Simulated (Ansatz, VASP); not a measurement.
## SrTiO3: VASP beside Ansatz

File INCAR:

```
PREC = Accurate
ENCUT = 520
EDIFF = 1E-8
ISMEAR = -1
SIGMA = 0.02
LREAL = F
LASPH = T
NELM = 60
ALGO = Normal
ISIF = 2
LWAVE = F
LCHARG = F
GGA = PE
LEFG = T
NBANDS = 51
```

Contents of KPOINTS:

```
Automatic mesh
0
Gamma
  8 8 8
```

The input POSCAR:

```
SrTiO3
1.0
   -2.7555000000      2.7555000000      3.8980000000
    2.7555000000     -2.7555000000      3.8980000000
    2.7555000000      2.7555000000     -3.8980000000
Sr Ti O
2 2 6
Direct
    0.7500000000      0.2500000000      0.5000000000
    0.2500000000      0.7500000000      0.5000000000
    0.0000000000      0.0000000000      0.0000000000
    0.5000000000      0.5000000000      0.0000000000
    0.2500000000      0.2500000000      0.0000000000
    0.7500000000      0.7500000000      0.0000000000
    0.7451000000      0.2451000000      0.9902000000
    0.2451000000      0.2549000000      0.5000000000
    0.2549000000      0.7549000000      0.0098000000
    0.7549000000      0.7451000000      0.5000000000
```

Input for Ansatz:

```yaml
crystal:
  lattice:
    - [-2.7555, 2.7555, 3.898]
    - [2.7555, -2.7555, 3.898]
    - [2.7555, 2.7555, -3.898]
  atoms:
    - { symbol: Sr, position: [0.75, 0.25, 0.5] }
    - { symbol: Sr, position: [0.25, 0.75, 0.5] }
    - { symbol: Ti, position: [0.0, 0.0, 0.0] }
    - { symbol: Ti, position: [0.5, 0.5, 0.0] }
    - { symbol: O, position: [0.25, 0.25, 0.0] }
    - { symbol: O, position: [0.75, 0.75, 0.0] }
    - { symbol: O, position: [0.7451, 0.2451, 0.9902] }
    - { symbol: O, position: [0.2451, 0.2549, 0.5] }
    - { symbol: O, position: [0.2549, 0.7549, 0.0098] }
    - { symbol: O, position: [0.7549, 0.7451, 0.5] }
kpoints:
  mp_grid: { grid: [8, 8, 8] }
scf:
  occupations: { method: fermi_dirac, width: 0.02 }
hamiltonian:
  xc: pbe
  pseudopotentials: { kind: paw }
output:
  forces: true
  stress: true
  populations: true
  efg:
    quadrupole_moments_barn: { Sr: 0.305, Ti: 0.247, O: -0.02558 }
    contact_densities: true
  write_density: true
  write_potential: true
  elf: true
  volumetric_format: npy
```

Alike in both runs: task electric field gradients; functional PBE; k mesh 8 × 8 × 8; occupations fermi-dirac, width 0.02 eV; no spin polarisation.

|  | VASP | Ansatz |
| --- | --- | --- |
| version | VASP 6.6.1 | Ansatz 0.2.0 |
| potentials or method | VASP PAW PBE potentials, release 64 (Sr_sv, Ti_sv, O) | plane-wave PAW, scalar-relativistic |
| plane-wave cutoff (eV) | 520 | 420 |
| valence electrons in the cell | 80 | 80 |

```tsv
	VASP	Ansatz	Ansatz less VASP
gap on the k mesh at the Fermi level (eV)	1.87	1.90	+0.031
pressure (GPa)	6.1	5.5	-0.67
rms of the force components (eV/Å)	0.006	0.006	+0.0003
size of Vzz on the site where it differs most (V/Å²)	10.9	12.5	+1.54
```

Atom by atom the forces differ by 0.000 eV/Å (rms over components). With one functional, cell and mesh, what is left measures potentials, basis and numerics.
